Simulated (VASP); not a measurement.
## S: single point with PBEsol

Crystal: S.

```
CELL_PARAMETERS angstrom
0.00000 1.73600 1.73600
1.73600 0.00000 1.73600
1.73600 1.73600 0.00000
ATOMIC_POSITIONS crystal
S 0.00000 0.00000 0.00000
```

This isn't the form of S at room conditions, which is orthorhombic, of S8 rings.

* Program: VASP 6.6.1
* Task: single point
* Functional: PBEsol
* Potentials or basis: VASP PAW PBE potentials, release 64 (S)
* Cutoff: 520 eV
* k mesh: 18 × 18 × 18
* Occupations: fermi-dirac, width 0.1 eV
* Spin: no spin polarisation
* Dipole correction: no
* Further INCAR settings: ALGO = Normal; EDIFF = 1e-07; NBANDS = 9

* Pressure: 69.0 GPa
* Band gap on the k mesh: zero (bands 3 and 4 overlap by 11.12 eV)

Levels at points of the mesh, in eV from the Fermi level:
```tsv
k point	band 1	band 2	band 3	band 4	band 5	band 6	band 7
(0.00, 0.00, 0.00)	-21.92	6.14	6.14	6.14	12.24	12.24	12.24
(0.50, 0.00, 0.00)	-14.65	-11.86	3.75	3.75	11.10	11.10	11.52
(0.50, 0.50, 0.00)	-11.36	-10.24	-1.22	-1.22	3.56	4.49	26.57
```

Wall time 20 s on 1 thread of AMD EPYC 7R13, on a shared host, peak memory 0.09 GiB.

Caveat: the cell stands under pressure; the PAW data sets were made with another functional, which shifts forces and pressure a little.
